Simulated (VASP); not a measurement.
SiW6: single point with PBE+D3(BJ)

System: SiW6, a slab with vacuum.

```
W Si
1.0
     4.46825    0.00000    0.00000
    -2.23413    3.86962    0.00000
     0.00000    0.00000   21.62591
W Si
6 1
Direct
  0.66667 0.33333 0.18496
  0.33333 0.66667 0.22714
  0.00000 0.00000 0.26931
  0.66667 0.33333 0.30851
  0.33333 0.66667 0.34830
  0.00000 0.00000 0.38500
  0.00000 0.00000 0.50060
```

```yaml
Program: VASP 6.6.1
Task: single point
Functional: PBE
Dispersion: D3(BJ)
Potentials_or_basis: VASP PAW PBE potentials, release 64 (W_sv, Si)
Cutoff: 520 eV
k_mesh: 6 × 6 × 1
Occupations: gaussian, width 0.1 eV
Spin: no spin polarisation
Dipole_correction: yes
Further_INCAR_settings: ALGO = Normal; EDIFF = 1e-07; NBANDS = 53
```

- Largest force: 2.762 eV/Å
- Band gap on the k mesh: zero (bands 44 and 45 overlap by 0.13 eV)
- Dispersion energy per atom: -0.408 eV

Forces in eV/Å, atoms in the order of the input:
```
W    0.000  0.000  2.163
W    0.000  0.000 -0.635
W    0.000  0.000 -2.762
W    0.000  0.000 -0.144
W    0.000  0.000  0.833
W    0.000  0.000  1.208
Si   0.000  0.000 -0.663
```

Levels at points of the mesh, in eV from the Fermi level:
| k point | band 42 | band 43 | band 44 | band 45 | band 46 | band 47 |
| --- | --- | --- | --- | --- | --- | --- |
| (0.00, 0.00, 0.00) | -1.02 | -1.02 | -0.32 | 0.64 | 0.64 | 1.00 |
| (0.50, 0.00, 0.00) | -0.74 | -0.17 | -0.03 | 0.32 | 0.47 | 0.66 |

Run time: 12 min on 1 thread of Intel Xeon 8259CL (shared host), peak memory 0.52 GiB.

Caveat: spin-orbit coupling is left out, which moves the levels of the heavy elements.
